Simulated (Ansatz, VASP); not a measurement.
Two plane-wave programs on Ca

File POSCAR:

```
Ca
1.0
   -2.2512000000      2.2512000000      2.2400000000
    2.2512000000     -2.2512000000      2.2400000000
    2.2288000000      2.2288000000     -2.2400000000
Ca
1
Direct
    0.0000000000      0.0000000000      0.0000000000
```

The input INCAR.step1:

```
SYSTEM = Ca
PREC = Accurate
ENCUT = 520
ISMEAR = -1
SIGMA = 0.15
LREAL = .FALSE.
LASPH = .TRUE.
NELM = 80
NBANDS = 11
GGA = PE
ALGO = Normal
EDIFF = 1E-4
LWAVE = .TRUE.
LCHARG = .FALSE.
```

INCAR.step2

```
SYSTEM = Ca
PREC = Accurate
ENCUT = 520
EDIFF = 1E-7
ISMEAR = -1
SIGMA = 0.15
LREAL = .FALSE.
LASPH = .TRUE.
NELM = 80
ALGO = Normal
ISIF = 2
LWAVE = .FALSE.
LCHARG = .FALSE.
METAGGA = R2SCAN
LMIXTAU = .TRUE.
NBANDS = 11
ISTART = 1
```

File KPOINTS:

```
regular mesh
0
G
  11 11 11
  0 0 0
```

Input for Ansatz:

```yaml
crystal:
  lattice:
    - [-2.2512000000000003, 2.2512000000000003, 2.24]
    - [2.2512000000000003, -2.2512000000000003, 2.24]
    - [2.2288, 2.2288, -2.24]
  atoms:
    - { symbol: Ca, position: [0.0, 0.0, 0.0] }
basis:
  ecutwfc: 544.22772491976
kpoints:
  mp_grid:
    grid: [11, 11, 11]
hamiltonian:
  xc: r2scan
scf:
  occupations:
    method: fermi_dirac
    width: 0.15
output:
  stress: true
```

Alike in both runs: task single point; functional r2SCAN; k mesh 11 × 11 × 11; occupations fermi-dirac, width 0.15 eV; no spin polarisation.

|  | VASP | Ansatz |
| --- | --- | --- |
| version | VASP 6.6.1 | Ansatz 0.2.0 |
| potentials or method | VASP PAW PBE potentials, release 64 (Ca_sv), cutoff 520 eV | plane waves, PAW |
| valence electrons in the cell | 10 | 10 |

|  | VASP | Ansatz | Ansatz less VASP |
| --- | --- | --- | --- |
| pressure (GPa) | -0.6 | -0.7 | -0.05 |
| traceless stress, the component that is largest in VASP (GPa) | 0.16 | 0.15 | -0.001 |

VASP's potentials were made for PBE, not for r2SCAN. With one functional, cell and mesh, what is left measures potentials, basis and numerics.
